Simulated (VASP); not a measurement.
A run of VASP 6.6.1:

File POSCAR.step1:

```
Ba
1.0
   -2.4289291096      2.4289291096      2.4289291096
    2.4289291096     -2.4289291096      2.4289291096
    2.4289291096      2.4289291096     -2.4289291096
Ba
1
Direct
    0.0000000000      0.0000000000      0.0000000000
```

Contents of POSCAR.step2:

```
Ba
1.0
   -2.4553325815      2.4553325815      2.4553325815
    2.4553325815     -2.4553325815      2.4553325815
    2.4553325815      2.4553325815     -2.4553325815
Ba
1
Direct
    0.0000000000      0.0000000000      0.0000000000
```

File POSCAR.step3:

```
Ba
1.0
   -2.4811800871      2.4811800871      2.4811800871
    2.4811800871     -2.4811800871      2.4811800871
    2.4811800871      2.4811800871     -2.4811800871
Ba
1
Direct
    0.0000000000      0.0000000000      0.0000000000
```

File POSCAR.step4:

```
Ba
1.0
   -2.5065000000      2.5065000000      2.5065000000
    2.5065000000     -2.5065000000      2.5065000000
    2.5065000000      2.5065000000     -2.5065000000
Ba
1
Direct
    0.0000000000      0.0000000000      0.0000000000
```

The input POSCAR.step5:

```
Ba
1.0
   -2.5313184457      2.5313184457      2.5313184457
    2.5313184457     -2.5313184457      2.5313184457
    2.5313184457      2.5313184457     -2.5313184457
Ba
1
Direct
    0.0000000000      0.0000000000      0.0000000000
```

File POSCAR.step6:

```
Ba
1.0
   -2.5556595394      2.5556595394      2.5556595394
    2.5556595394     -2.5556595394      2.5556595394
    2.5556595394      2.5556595394     -2.5556595394
Ba
1
Direct
    0.0000000000      0.0000000000      0.0000000000
```

The input POSCAR.step7:

```
Ba
1.0
   -2.5795455925      2.5795455925      2.5795455925
    2.5795455925     -2.5795455925      2.5795455925
    2.5795455925      2.5795455925     -2.5795455925
Ba
1
Direct
    0.0000000000      0.0000000000      0.0000000000
```

Contents of INCAR:

```
SYSTEM = Ba
GGA = ML
LUSE_VDW = .True.
AGGAC = 0.0
ZAB_VDW = -1.8867
ISMEAR = 1
SIGMA = 0.05
LWAVE = .False.
LCHARG = .False.
ISIF = 2
NSW = 0
PREC = Accurate
LASPH = .True.
LREAL = .False.
ALGO = Normal
EDIFF = 1E-7
NELM = 120
GGA_COMPAT = .False.
ENCUT = 600
```

KPOINTS

```
Automatic mesh
0
Gamma
  15 15 15
  0 0 0
```

Potentials or basis: VASP PAW PBE potentials, release 64 (Ba_sv).

Launch:

```sh
$ cat potpaw_PBE.64/Ba_sv/POTCAR > POTCAR
$ cp POSCAR.step1 POSCAR
$ mpirun -np 1 vasp_std > vasp.out
$ cp POSCAR.step2 POSCAR
$ mpirun -np 1 vasp_std > vasp.out
$ cp POSCAR.step3 POSCAR
$ mpirun -np 1 vasp_std > vasp.out
$ cp POSCAR.step4 POSCAR
$ mpirun -np 1 vasp_std > vasp.out
$ cp POSCAR.step5 POSCAR
$ mpirun -np 1 vasp_std > vasp.out
$ cp POSCAR.step6 POSCAR
$ mpirun -np 1 vasp_std > vasp.out
$ cp POSCAR.step7 POSCAR
$ mpirun -np 1 vasp_std > vasp.out
```

Hardware: 1 thread of Intel(R) Xeon(R) 6975P-C (Granite Rapids), with other jobs on the host.

Q: How long does it take, and how much memory?

A: It took 8.3 min on 1 thread of Intel(R) Xeon(R) 6975P-C (Granite Rapids), with other jobs on the host, peak memory 0.52 GiB. Counts: k points 120.
